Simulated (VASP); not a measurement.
A run of VASP 6.6.1 is set up as follows.

Contents of INCAR:

```
SYSTEM = Al
  PREC = Accurate
  ENCUT = 600
  EDIFF = 1E-7
  ISMEAR = 0
  SIGMA = 0.1
  LREAL = .False.
  LASPH = .True.
  NELM = 100
  ALGO = Fast
  ISIF = 3
  LWAVE = .False.
  LCHARG = .False.
  GGA = PE
  IBRION = 2
  NSW = 90
  EDIFFG = -0.04
```

KPOINTS

```
Automatic mesh
0
Gamma
  4 4 4
  0 0 0
```

File POSCAR:

```
Al
1.0
    4.3742892600      0.0000000000      0.0000000000
    0.0000000000      6.0640297900      0.0000000000
    0.0000000000      0.0000000000      6.0189748300
Al
8
Direct
    0.0000000000      0.0000000000      0.7069650600
    0.5000000000      0.5000000000      0.7930349400
    0.0000000000      0.0000000000      0.2930349400
    0.5000000000      0.5000000000      0.2069650600
    0.6685199300      0.8344007600      0.0000000000
    0.3314800700      0.1655992400      0.0000000000
    0.1685199300      0.6655992400      0.5000000000
    0.8314800700      0.3344007600      0.5000000000
```

Potentials or basis: VASP PAW PBE potentials, release 64 (Al).

Command:

```sh
$ cat potpaw_PBE.64/Al/POTCAR > POTCAR
$ mpirun -np 1 vasp_std > vasp.out
```

Problem. What does it give for the relaxed cell?

Solution. a = 2.650 Å, b = 8.974 Å, c = 6.026 Å, α = 90.00°, β = 90.00°, γ = 90.00°.

Problem. Estimate the space group after relaxing (to 0.1 Å).

Solution. Immm (No. 71).

Problem. Predict the band gap on the k mesh.

Solution. Zero (bands 12 and 13 overlap by 1.76 eV).

Forces on the atoms (eV/Å):
```
Al   0.000  0.000  0.001
Al   0.000  0.000 -0.001
Al   0.000  0.000 -0.001
Al   0.000  0.000  0.001
Al  -0.021  0.017  0.000
Al   0.021 -0.017  0.000
Al  -0.021 -0.017  0.000
Al   0.021  0.017  0.000
```

Caveat: a cell axis changed by over 15 % at a fixed basis, so the end point is rough.
